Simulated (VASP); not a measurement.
Write the native input for VASP 6.6.1 that does the following.

```yaml
Task: relaxation of cell and atoms
Functional: PBE
Potentials_or_basis: VASP PAW PBE potentials, release 64 (Rb_sv, Ge_d, Br)
Cutoff: 600 eV
k_mesh: 6 × 6 × 2
Occupations: gaussian, width 0.1 eV
Spin: no spin polarisation
Dipole_correction: no
Further_INCAR_settings: ALGO = Normal; EDIFF = 1e-07; IBRION = 2; EDIFFG = -0.04; NSW = 90; ISIF = 3
```

The structure of RbGeBr2 lies in POSCAR:

```
RbGeBr2
1.0
    4.0422721300      0.0000000000      0.0000000000
   -2.0211360600      3.5007103500      0.0000000000
    0.0000000000      0.0000000000      7.9228533700
Rb Ge Br
1 1 2
Direct
    0.0000000000      0.0000000000      0.0000000000
    0.0000000000      0.0000000000      0.5000000000
    0.3333333300      0.6666666700      0.2500000000
    0.3333333300      0.6666666700      0.7500000000
```

These files were run (other wordings do the same):

INCAR

```
PREC = Accurate
ENCUT = 600
EDIFF = 1E-7
ISMEAR = 0
SIGMA = 0.1
LREAL = F
LASPH = T
NELM = 100
ALGO = Normal
ISIF = 3
LWAVE = F
LCHARG = F
GGA = PE
IBRION = 2
NSW = 90
EDIFFG = -0.04
```

KPOINTS

```
Automatic mesh
0
Gamma
  6 6 2
```

Potentials or basis: VASP PAW PBE potentials, release 64 (Rb_sv, Ge_d, Br).

Launch:

```bash
$ cat potpaw_PBE.64/Rb_sv/POTCAR potpaw_PBE.64/Ge_d/POTCAR potpaw_PBE.64/Br/POTCAR > POTCAR
$ mpirun -np 1 vasp_std > vasp.out
```

It gave:

```
Relaxed volume                        : 32.54 Å³/atom
Relaxed cell                          : a = 4.072 Å, b = 4.072 Å, c = 9.064 Å, α = 90.00°, β = 90.00°, γ = 120.00°
Space group after relaxing (to 0.1 Å) : P-6m2 (No. 187)
Energy gained by relaxing             : 143.3 meV/atom
Ionic steps                           : 7
Pressure after relaxing               : -0.1 GPa
Largest force after relaxing          : 0.009 eV/Å
Band gap on the k mesh                : zero (an odd number of electrons rules out a gap without spin polarisation)
```

Caveat: the k points lie up to 0.35 Å⁻¹ apart in the final cell, too coarse for converged energies and pressures of a metal; the volume moved by over 15 % at a fixed basis, so the end points are rough; an odd number of electrons without spin polarisation forces a metal; a magnetic or distorted state may lie lower.

It took 2.6 min on 1 thread of AMD EPYC 9R45 96-Core Processor (Zen 5), with other jobs on the host, peak memory 0.24 GiB.
